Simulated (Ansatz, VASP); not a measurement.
CdF2 in VASP and in Ansatz

The input INCAR:

```
SYSTEM = CdF2
PREC = Accurate
ENCUT = 520
EDIFF = 1E-7
ISMEAR = 0
SIGMA = 0.05
LREAL = .False.
LASPH = .True.
NELM = 80
ALGO = Normal
ISIF = 2
LWAVE = .False.
LCHARG = .True.
GGA = RE
IVDW = 13
LELF = .True.
LVHAR = .True.
NBANDS = 20
```

Contents of KPOINTS:

```
regular mesh
0
Gamma
  8 8 8
  0 0 0
```

File POSCAR:

```
CdF2
1.0
    0.0000000000      2.7741333923      2.7741333923
    2.7741333923      0.0000000000      2.7741333923
    2.7741333923      2.7741333923      0.0000000000
Cd F
1 2
Direct
    0.0000000000      0.0000000000      0.0000000000
    0.2500000000      0.2500000000      0.2500000000
    0.7500000000      0.7500000000      0.7500000000
```

Input for Ansatz:

```yaml
crystal:
  lattice:
    - [0.0, 2.7741333923, 2.7741333923]
    - [2.7741333923, 0.0, 2.7741333923]
    - [2.7741333923, 2.7741333923, 0.0]
  atoms:
    - { symbol: Cd, position: [0.0, 0.0, 0.0] }
    - { symbol: F, position: [0.25, 0.25, 0.25] }
    - { symbol: F, position: [0.75, 0.75, 0.75] }
basis:
  ecutwfc: 420
  ecutrho_ratio: 4
kpoints:
  mp_grid: { grid: [8, 8, 8] }
hamiltonian:
  xc: revpbe
  dispersion: d4
scf:
  occupations: { method: gaussian, width: 0.05 }
output:
  forces: true
  stress: true
  eigenvalues: true
```

Alike in both runs: task single point; functional revPBE; dispersion D4; k mesh 8 × 8 × 8; occupations gaussian, width 0.05 eV; no spin polarisation.

```csv
,VASP,Ansatz
version,VASP 6.6.1,Ansatz 0.2.0
potentials or method,"VASP PAW PBE potentials, release 64 (Cd, F), cutoff 520 eV","scalar-relativistic, plane waves, PAW"
valence electrons in the cell,26,34
```

Ansatz gave:

* gap on the k mesh at the Fermi level (eV): 2.94
* least direct gap on the mesh (eV): 3.54
* pressure (GPa): -3.3

Q: Which values does VASP return?

A: gap on the k mesh at the Fermi level (eV): 2.91; least direct gap on the mesh (eV): 3.51; pressure (GPa): -2.9.

VASP's potentials were made for PBE, not for revPBE. VASP's potentials hold 26 valence electrons a cell and Ansatz's 34, so a difference there can come from the potentials and not from the codes.
